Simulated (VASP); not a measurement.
# InSe in VASP: notebook

InSe is run at these levels: PBE+D3(BJ); tasks: single point.

Everything below comes from runs of VASP 6.6.1. Logs are shortened: lines on timing, memory, paths and dates and some standing lists are left out, and cuts for length are marked.

**1. The cell of the first run**

The cell holds a slab with vacuum, 8 atoms: a = 4.027 Å, b = 4.027 Å, c = 28.271 Å, α = 90.00°, β = 90.00°, γ = 120.00°.

**2. Single point, PBE+D3(BJ) (layers slid over each other)**

INCAR reads:

```
SYSTEM = InSe
PREC     = Accurate       ! precision mode
ENCUT    = 520            ! plane-wave cutoff, eV
EDIFF    = 1E-6           ! SCF threshold, eV
ISMEAR   = 0              ! smearing method
SIGMA    = 0.05           ! smearing width, eV
LREAL    = .FALSE.        ! projectors in reciprocal space
LASPH    = .TRUE.         ! aspherical terms in the spheres
NELM     = 100            ! most SCF steps
ALGO     = Normal         ! electronic algorithm
ISIF     = 2              ! what is computed and relaxed
LWAVE    = .FALSE.        ! write WAVECAR
LCHARG   = .FALSE.        ! write CHGCAR
LDIPOL   = .TRUE.       
IDIPOL   = 3            
DIPOL    = 0.5 0.5 0.412
GGA      = PE             ! functional
IVDW     = 12             ! dispersion correction
NBANDS   = 48             ! bands
```

KPOINTS reads:

```
Automatic mesh
0
G
  9 9 1
  0 0 0
```

POSCAR reads:

```
InSe
1.0
    4.0266104108      0.0000000000      0.0000000000
   -2.0133052054      3.4871469069      0.0000000000
    0.0000000000      0.0000000000     28.2707105452
Se In
4 4
Direct
    0.0000000000      0.0000000000      0.1591753413
    0.0000000000      0.0000000000      0.3496677332
    0.2222222222      0.4444444444      0.4738244994
    0.2222222222      0.4444444444      0.6643168913
    0.6666666667      0.3333333333      0.2049979888
    0.6666666667      0.3333333333      0.3038451603
   -0.4444444444      0.1111111111      0.5196471469
   -0.4444444444      0.1111111111      0.6184943184
```

Potentials or basis: VASP PAW PBE potentials, release 64 (Se, In_d).

Started as:

```
$ cat potpaw_PBE.64/Se/POTCAR potpaw_PBE.64/In_d/POTCAR > POTCAR
$ mpirun -np 1 vasp_std > vasp.out
```

OUTCAR:

```text
SYSTEM = InSe
   PREC = Accurate
   ENCUT = 520
   EDIFF = 1E-6
   ISMEAR = 0
   LREAL = .FALSE.
   LASPH = .TRUE.
   NELM = 100
   ISIF = 2
   GGA = PE
   IVDW = 12
 IVDW          = 12

 ion  position               nearest neighbor table
   1  0.000  0.000  0.159-   5 2.66   5 2.66   5 2.66
   2  0.000  0.000  0.350-   6 2.66   6 2.66   6 2.66
   3  0.222  0.444  0.474-   7 2.66   7 2.66   7 2.66
   4  0.222  0.444  0.664-   8 2.66   8 2.66   8 2.66
   5  0.667  0.333  0.205-   1 2.66   1 2.66   1 2.66   6 2.79
   6  0.667  0.333  0.304-   2 2.66   2 2.66   2 2.66   5 2.79
   7  0.556  0.111  0.520-   3 2.66   3 2.66   3 2.66   8 2.79
   8  0.556  0.111  0.618-   4 2.66   4 2.66   4 2.66   7 2.79

  LATTYP: Found a hexagonal cell.
 ALAT       =     4.0266104108
 C/A-ratio  =     7.0209699129

  Lattice vectors:

 A1 = (   4.0266104108,   0.0000000000,   0.0000000000)
 A2 = (  -2.0133052054,   3.4871469069,   0.0000000000)
 A3 = (   0.0000000000,   0.0000000000,  28.2707105452)

Analysis of symmetry for initial positions (statically):
=====================================================================
 Subroutine PRICEL returns:
 Original cell was already a primitive cell.

 Routine SETGRP: Setting up the symmetry group for a
 hexagonal supercell.

 Subroutine GETGRP returns: Found  4 space group operations
 (whereof  2 operations were pure point group operations)
 out of a pool of 24 trial point group operations.

The static configuration has the point symmetry C_1h.
 The point group associated with its full space group is C_2h.

Analysis of symmetry for dynamics (positions and initial velocities):
=====================================================================
 Subroutine PRICEL returns:
 Original cell was already a primitive cell.

 Routine SETGRP: Setting up the symmetry group for a
 hexagonal supercell.

 Subroutine GETGRP returns: Found  4 space group operations
 (whereof  2 operations were pure point group operations)
 out of a pool of 24 trial point group operations.

The dynamic configuration has the point symmetry C_1h.
 The point group associated with its full space group is C_2h.

 Subroutine INISYM returns: Found  4 space group operations
 (whereof  2 operations are pure point group operations),
 and found     1 'primitive' translations

----------------------------------------------------------------------------------------

                                     Primitive cell

  volume of cell :     396.9598

  direct lattice vectors                    reciprocal lattice vectors
     4.026610411  0.000000000  0.000000000     0.248347840  0.143383693  0.000000000
    -2.013305205  3.487146907  0.000000000     0.000000000  0.286767385  0.000000000
     0.000000000  0.000000000 28.270710545     0.000000000  0.000000000  0.035372298

  length of vectors
     4.026610411  4.026610411 28.270710545     0.286767385  0.286767385  0.035372298

  position of ions in fractional coordinates (direct lattice)
     0.000000000  0.000000000  0.159175341
     0.000000000  0.000000000  0.349667733
     0.222222222  0.444444444  0.473824499
     0.222222222  0.444444444  0.664316891
     0.666666667  0.333333333  0.204997989
     0.666666667  0.333333333  0.303845160
     0.555555556  0.111111111  0.519647147
     0.555555556  0.111111111  0.618494318

  ion indices of the primitive-cell ions
   primitive index   ion index
                 1           1
                 2           2
                 3           3
                 4           4
                 5           5
                 6           6
                 7           7
                 8           8

----------------------------------------------------------------------------------------

 KPOINTS: Automatic mesh

Automatic generation of k-mesh.
 Grid dimensions read from file:
 generate k-points for:    9    9    1

 Generating k-lattice:

  Cartesian coordinates                     Fractional coordinates (reciprocal lattice)
     0.027594204  0.015931521  0.000000000     0.111111111 -0.000000000  0.000000000
     0.000000000  0.031863043  0.000000000     0.000000000  0.111111111  0.000000000
     0.000000000  0.000000000  0.035372298     0.000000000  0.000000000  1.000000000

  Length of vectors
     0.031863043  0.031863043  0.035372298

  Shift w.r.t. Gamma in fractional coordinates (k-lattice)
     0.000000000  0.000000000  0.000000000

 Subroutine IBZKPT returns following result:
 ===========================================

 Found     25 irreducible k-points:

 Following reciprocal coordinates:
            Coordinates               Weight
  0.000000  0.000000  0.000000      1.000000
  0.111111  0.000000  0.000000      4.000000
  0.000000  0.111111  0.000000      2.000000
  0.222222 -0.000000  0.000000      4.000000
  0.000000  0.222222  0.000000      2.000000
  0.333333  0.000000  0.000000      4.000000
[... 16 lines left out ...]
 -0.222222 -0.444444  0.000000      4.000000
  0.444444  0.333333  0.000000      4.000000
   k-points           NKPTS =     25   k-points in BZ     NKDIM =     25   number of bands    NBANDS=     48
   number of dos      NEDOS =    301   number of ions     NIONS =      8
   total plane-waves  NPLWV = 189000
   dimension x,y,z NGX =    30 NGY =   30 NGZ =  210
   dimension x,y,z NGXF=    60 NGYF=   60 NGZF=  420
   ions per type =               4   4
   NGX,Y,Z   is equivalent  to a cutoff of  12.39, 12.39, 12.35 a.u.
   NGXF,Y,Z  is equivalent  to a cutoff of  24.77, 24.77, 24.70 a.u.
 SYSTEM =  InSe
   PREC   = accura    normal or accurate (medium, high low for compatibility)
   ISTART =      0    job   : 0-new  1-cont  2-samecut
   ICHARG =      2    charge: 1-file 2-atom 10-const
   ISPIN  =      1    spin polarized calculation?
   LNONCOLLINEAR =      F non collinear calculations
   LSORBIT =      F    spin-orbit coupling
   LASPH  =      T    aspherical Exc in radial PAW
   ENCUT  =  520.0 eV  38.22 Ry    6.18 a.u.   7.49  7.49 52.56*2*pi/ulx,y,z
   NELM   =    100;   NELMIN=  2; NELMDL= -5     # of ELM steps
   EDIFF  = 0.1E-05   stopping-criterion for ELM
   LREAL  =      F    real-space projection
[... 7 lines left out ...]
   TEBEG  =    0.0;   TEEND  =   0.0 temperature during run
   PSTRESS=    0.0 pullay stress
   NELECT =      76.0000    total number of electrons
   NUPDOWN=      -1.0000    fix difference up-down
   EMIN   =  10.00;   EMAX   =-10.00  energy-range for DOS
   EFERMI =   0.00;   METHOD = LEGACY
   ISMEAR =     0;   SIGMA  =   0.05  broadening in eV -4-tet -1-fermi 0-gaus
   EFERMI_NEDOS =   21; number of points for ismear=-14 and -15
   IALGO  =     38    algorithm
   IMIX   =      4    mixing-type and parameters
     AMIX     =   0.40;   BMIX     =  1.00
     AMIX_MAG =   1.60;   BMIX_MAG =  1.00
  volume/ion in A,a.u.               =      49.62       334.85
  Fermi-wavevector in a.u.,A,eV,Ry     =   0.943548  1.783047 12.113024  0.890282
  Thomas-Fermi vector in A             =   2.071266
   LORBIT       =      0    0 simple, 1 ext, 2 COOP (PROOUT), +10 PAW based schemes
   GGA     = PE    functional components
   LHFCALC =     F    Hartree Fock is set to
   AEXX    =    0.0000 exact exchange contribution
   IVDW    =    12    specifies the selected vdW correction
   LEPSILON=     F    determine dielectric tensor
   LRPA    =     F    only Hartree local field effects (RPA)
 non-spin polarized calculation
 Gauss-broadening in eV      SIGMA  =   0.05
  energy-cutoff  :      520.00
  volume of cell :      396.96
 maximum number of plane-waves:     10749
 NGX is ok and might be reduce to    30
   NGX = 15   NGY = 15   NGZ =105

 dipolmoment           0.000000      0.000000      0.000000 electrons x Angstroem

 number of electron      75.9999999 magnetization

 dipolmoment           0.000000      0.000000     -0.000024 electrons x Angstroem

 Free energy of the ion-electron system (eV)
  ---------------------------------------------------
  ext. energy  EPLUGINS =         0.00000000
  ---------------------------------------------------
  free energy    TOTEN  =       -28.39405215 eV

  energy without entropy =      -28.39405215  energy(sigma->0) =      -28.39405215

 E-fermi :   0.0312     XC(G=0):  -5.6821

 val. band max:       -0.2493005772   @ k =   0.1111   0.0000   0.0000
 cond. band min:       0.9463793904   @ k =   0.0000   0.0000   0.0000
 fundamental gap:      1.1956799675
 Fermi energy:         0.0311880568

 k-point     1 :       0.0000    0.0000    0.0000
  band No.  band energies     occupation
      1     -14.5171      2.00000
      2     -14.5169      2.00000
      3     -14.3340      2.00000
      4     -14.3338      2.00000
      5     -14.3333      2.00000
      6     -14.3331      2.00000
[... 40 lines left out ...]
     47       5.0295      0.00000
     48       5.2076      0.00000

 k-point     2 :       0.1111    0.0000    0.0000
  band No.  band energies     occupation
      1     -14.5165      2.00000
      2     -14.5162      2.00000
      3     -14.3742      2.00000
      4     -14.3728      2.00000
      5     -14.3317      2.00000
      6     -14.3315      2.00000
[... 40 lines left out ...]
     47       5.0899      0.00000
     48       5.2032      0.00000

 k-point     3 :       0.0000    0.1111    0.0000
  band No.  band energies     occupation
      1     -14.5165      2.00000
      2     -14.5162      2.00000
      3     -14.3736      2.00000
      4     -14.3724      2.00000
      5     -14.3322      2.00000
      6     -14.3320      2.00000
[... 40 lines left out ...]
     47       5.0916      0.00000
     48       5.1940      0.00000

 k-point     4 :       0.2222   -0.0000    0.0000
  band No.  band energies     occupation
      1     -14.5296      2.00000
      2     -14.5281      2.00000
      3     -14.4426      2.00000
      4     -14.4406      2.00000
      5     -14.3892      2.00000
      6     -14.3863      2.00000
[... 958 lines left out ...]
     47       5.2503      0.00000
     48       5.3656      0.00000

 k-point    23 :      -0.2222   -0.4444    0.0000
  band No.  band energies     occupation
      1     -14.6228      2.00000
      2     -14.6205      2.00000
      3     -14.5243      2.00000
      4     -14.5221      2.00000
      5     -14.4601      2.00000
      6     -14.4599      2.00000
[... 40 lines left out ...]
     47       5.2925      0.00000
     48       5.3283      0.00000

 k-point    24 :       0.4444    0.3333    0.0000
  band No.  band energies     occupation
      1     -14.6237      2.00000
      2     -14.6201      2.00000
      3     -14.5249      2.00000
      4     -14.5219      2.00000
      5     -14.4601      2.00000
      6     -14.4599      2.00000
[... 40 lines left out ...]
     47       5.2783      0.00000
     48       5.3339      0.00000

 [... further k-points ...]

------------------------ aborting loop because EDIFF is reached ----------------------------------------

 vacuum level on the upper side and lower side of the slab       (xc-potential included)        -0.139        -0.139

 Edisp (eV)   -1.99498

 E8    (eV) :    -0.9353

  FORCE on cell =-STRESS in cart. coord.  units (eV):
  Direction    XX          YY          ZZ          XY          YZ          ZX
  --------------------------------------------------------------------------------------
  -------------------------------------------------------------------------------------
  Total      -0.08006    -0.01903    -0.35492     0.00000     0.12703     0.00000
  in kB      -0.32313    -0.07680    -1.43250     0.00000     0.51270     0.00000
  external pressure =       -0.61 kB  Pullay stress =        0.00 kB

 VOLUME and BASIS-vectors are now :
 -----------------------------------------------------------------------------
  energy-cutoff  :      520.00
  volume of cell :      396.96
      direct lattice vectors                 reciprocal lattice vectors
     4.026610411  0.000000000  0.000000000     0.248347840  0.143383693  0.000000000
    -2.013305205  3.487146907  0.000000000     0.000000000  0.286767385  0.000000000
     0.000000000  0.000000000 28.270710545     0.000000000  0.000000000  0.035372298

 POSITION                                       TOTAL-FORCE (eV/Angst)
 -----------------------------------------------------------------------------------
      0.00000      0.00000      4.50000         0.000000     -0.001225     -0.011901
      0.00000      0.00000      9.88536         0.000000     -0.034180      0.057496
      0.00000      1.54984     13.39536        -0.000000      0.034180     -0.057496
      0.00000      1.54984     18.78071        -0.000000      0.001225      0.011901
      2.01331      1.16238      5.79544        -0.000000     -0.003029      0.013650
      2.01331      1.16238      8.58992         0.000000      0.007100      0.016461
      2.01331      0.38746     14.69079        -0.000000     -0.007100     -0.016461
      2.01331      0.38746     17.48527         0.000000      0.003029     -0.013650
 -----------------------------------------------------------------------------------
    total drift:                               -0.000001      0.000000     -0.003063

  FREE ENERGIE OF THE ION-ELECTRON SYSTEM (eV)
  ---------------------------------------------------
  free  energy   TOTEN  =       -30.3890358301 eV

  energy  without entropy=      -30.3890358301  energy(sigma->0) =      -30.38903583

 vacuum level on the upper side and lower side of the slab         5.365         5.366
```

Run time: 14 min. Hardware: 1 thread of Intel Xeon Platinum 8259CL at 2.50GHz (Skylake/Cascade Lake), shared host; peak memory 0.65 GiB.

Results:

```yaml
Free_energy: -30.3890 eV
Largest_force: 0.067 eV/Å
Band_gap_on_the_k_mesh: 1.20 eV (least direct gap 1.24 eV)
Dispersion_energy_per_atom: -0.249 eV
```

Forces in eV/Å, atoms in the order of the input:
```
Se   0.000 -0.001 -0.012
Se   0.000 -0.034  0.057
Se   0.000  0.034 -0.057
Se   0.000  0.001  0.012
In   0.000 -0.003  0.014
In   0.000  0.007  0.016
In   0.000 -0.007 -0.016
In   0.000  0.003 -0.014
```

Levels at points of the mesh, in eV from the valence-band top:
```tsv
k point	band 34	band 35	band 36	band 37	band 38	band 39	band 40	band 41	band 42	band 43
(0.00, 0.00, 0.00)	-0.64	-0.63	-0.62	-0.60	-0.04	1.20	1.68	2.56	2.63	4.80
```

Caveat: the cell differs from its parent crystal (layers slid over each other); spin-orbit coupling is left out, which moves the levels of the heavy elements.

**3. Single point, PBE+D3(BJ) (layers slid over each other)**

INCAR reads:

```
PREC = Accurate ; ENCUT = 520
EDIFF = 1E-6 ; ISMEAR = 0
SIGMA = 0.05 ; LREAL = F
LASPH = T ; NELM = 80
ALGO = Normal ; ISIF = 2
LWAVE = F ; LCHARG = F
LDIPOL = T ; IDIPOL = 3
DIPOL = 0.5 0.5 0.412 ; GGA = PE
IVDW = 12 ; NBANDS = 48
```

KPOINTS reads:

```
regular mesh
0
Gamma
  9 9 1
```

POSCAR reads:

```
InSe
1.0
    4.0266104108      0.0000000000      0.0000000000
   -2.0133052054      3.4871469069      0.0000000000
    0.0000000000      0.0000000000     28.2707105452
Se In
4 4
Direct
    0.0000000000      0.0000000000      0.1591753413
    0.0000000000      0.0000000000      0.3496677332
    0.4444444444      0.2222222222      0.4738244994
    0.4444444444      0.2222222222      0.6643168913
    0.6666666667      0.3333333333      0.2049979888
    0.6666666667      0.3333333333      0.3038451603
   -0.2222222222     -0.1111111111      0.5196471469
   -0.2222222222     -0.1111111111      0.6184943184
```

Potentials or basis: VASP PAW PBE potentials, release 64 (Se, In_d).

Started as:

```
$ cat potpaw_PBE.64/Se/POTCAR potpaw_PBE.64/In_d/POTCAR > POTCAR
$ mpirun -np 1 vasp_std > vasp.out
```

OUTCAR:

```text
PREC = Accurate
   ENCUT = 520
   EDIFF = 1E-6
   ISMEAR = 0
   LREAL = F
   LASPH = T
   NELM = 80
   ISIF = 2
   GGA = PE
   IVDW = 12
 IVDW          = 12

 ion  position               nearest neighbor table
   1  0.000  0.000  0.159-   5 2.66   5 2.66   5 2.66
   2  0.000  0.000  0.350-   6 2.66   6 2.66   6 2.66
   3  0.444  0.222  0.474-   7 2.66   7 2.66   7 2.66
   4  0.444  0.222  0.664-   8 2.66   8 2.66   8 2.66
   5  0.667  0.333  0.205-   1 2.66   1 2.66   1 2.66   6 2.79
   6  0.667  0.333  0.304-   2 2.66   2 2.66   2 2.66   5 2.79
   7  0.778  0.889  0.520-   3 2.66   3 2.66   3 2.66   8 2.79
[... 1450 lines left out ...]
  in kB      -0.14072    -0.32697    -1.40191     0.16130     0.27957     0.48423
  external pressure =       -0.62 kB  Pullay stress =        0.00 kB

 VOLUME and BASIS-vectors are now :
 -----------------------------------------------------------------------------
  energy-cutoff  :      520.00
  volume of cell :      396.96
      direct lattice vectors                 reciprocal lattice vectors
     4.026610411  0.000000000  0.000000000     0.248347840  0.143383693  0.000000000
    -2.013305205  3.487146907  0.000000000     0.000000000  0.286767385  0.000000000
     0.000000000  0.000000000 28.270710545     0.000000000  0.000000000  0.035372298

 POSITION                                       TOTAL-FORCE (eV/Angst)
 -----------------------------------------------------------------------------------
      0.00000      0.00000      4.50000        -0.000741     -0.000428     -0.011850
      0.00000      0.00000      9.88536        -0.025231     -0.014567      0.054542
      1.34220      0.77492     13.39536         0.025231      0.014567     -0.054542
      1.34220      0.77492     18.78071         0.000741      0.000428      0.011850
      2.01331      1.16238      5.79544        -0.001826     -0.001054      0.013689
      2.01331      1.16238      8.58992        -0.000150     -0.000087      0.016291
      1.34220      3.09969     14.69079         0.000150      0.000087     -0.016291
      1.34220      3.09969     17.48527         0.001826      0.001054     -0.013689
 -----------------------------------------------------------------------------------
    total drift:                               -0.000000     -0.000001     -0.003072

  FREE ENERGIE OF THE ION-ELECTRON SYSTEM (eV)
  ---------------------------------------------------
  free  energy   TOTEN  =       -30.3896097599 eV

  energy  without entropy=      -30.3896097599  energy(sigma->0) =      -30.38960976

 vacuum level on the upper side and lower side of the slab         5.381         5.381
```

stdout:

```text
POSCAR found type information on POSCAR SeIn
 POSCAR found :  2 types and       8 ions
 scaLAPACK will be used
 LDA part: xc-table for (Slater+PW92), standard interpolation
 POSCAR, INCAR and KPOINTS ok, starting setup
 FFT: planning ... GRIDC
 FFT: planning ... GRID_SOFT
 FFT: planning ... GRID
 WAVECAR not read
 entering main loop
```

Run time: 24 min. Hardware: 1 thread of Intel Xeon 8259CL, shared host; peak memory 0.67 GiB.

Results:

| Quantity | Value |
| --- | --- |
| Free energy | -30.3896 eV |
| Largest force | 0.062 eV/Å |
| Band gap on the k mesh | 1.20 eV (least direct gap 1.24 eV) |
| Dispersion energy per atom | -0.249 eV |

Forces in eV/Å, atoms in the order of the input:
```
Se  -0.001  0.000 -0.012
Se  -0.025 -0.015  0.055
Se   0.025  0.015 -0.055
Se   0.001  0.000  0.012
In  -0.002 -0.001  0.014
In   0.000  0.000  0.016
In   0.000  0.000 -0.016
In   0.002  0.001 -0.014
```

Levels at points of the mesh, in eV from the valence-band top:
```
           k point  band 34  band 35  band 36  band 37  band 38  band 39  band 40  band 41  band 42  band 43
(0.00, 0.00, 0.00)    -0.64    -0.63    -0.62    -0.60    -0.04     1.20     1.69     2.57     2.63     4.80
```

Caveat: the cell differs from its parent crystal (layers slid over each other); spin-orbit coupling is left out, which moves the levels of the heavy elements.
